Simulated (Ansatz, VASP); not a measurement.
One calculation of Li, two programs

Contents of INCAR:

```
PREC = Accurate ; ENCUT = 520
EDIFF = 1E-7 ; ISMEAR = 0
SIGMA = 0.15 ; LREAL = False
LASPH = True ; NELM = 80
ALGO = Fast ; ISIF = 2
LWAVE = False ; LCHARG = False
GGA = PE ; IVDW = 12
NBANDS = 10
```

Contents of KPOINTS:

```
Automatic mesh
0
Gamma
  16 16 12
```

The input POSCAR:

```
Li
1.0
    0.0000000000     -2.0886081792     -2.0886081792
    0.0000000000      2.0886081792     -2.0886081792
    4.1772163584      0.0000000000      0.0000000000
Li
2
Direct
    0.6831363124      0.4796515208      0.5000000000
   -0.1831363124      0.0203484792      0.0000000000
```

Input for Ansatz:

```yaml
crystal:
  lattice:
    - [0.0, -2.0886081792, -2.0886081792]
    - [0.0, 2.0886081792, -2.0886081792]
    - [4.1772163584, 0.0, 0.0]
  atoms:
    - { symbol: Li, position: [0.6831363124, 0.4796515208, 0.5] }
    - { symbol: Li, position: [-0.1831363124, 0.0203484792, 0.0] }
basis:
  ecutwfc: 520.0
kpoints:
  mp_grid: { grid: [16, 16, 12] }
hamiltonian:
  xc: pbe
  dispersion: d3bj
scf:
  occupations: { method: gaussian, width: 0.15 }
output:
  forces: true
  stress: true
  eigenvalues: true
```

Change from the starting cell: mode 4 frozen in at -0.425 Å and mode 5 at -0.340 Å (largest displacements).

Alike in both runs: task single point; functional PBE; dispersion D3(BJ); k mesh 16 × 16 × 12; occupations gaussian, width 0.15 eV; no spin polarisation.

|  | VASP | Ansatz |
| --- | --- | --- |
| version | VASP 6.6.1 | Ansatz 0.2.0 |
| potentials or method | VASP PAW PBE potentials, release 64 (Li_sv), cutoff 520 eV | scalar-relativistic, plane waves, PAW |
| valence electrons in the cell | 6 | 6 |

Ansatz gave:

```
gap on the k mesh at the Fermi level (eV) : none
rms of the force components (eV/Å)        : 0.191
```

**Question.** Estimate VASP's values.

**Answer.** gap on the k mesh at the Fermi level (eV): none; rms of the force components (eV/Å): 0.192.

Atom by atom the forces differ by 0.001 eV/Å (rms over components). A gap of «none» marks a metal or a gap that the smearing closes.

Noted on VASP's run: the cutoff is under 1.25 times that of the potentials, so the pressure is a little rough.
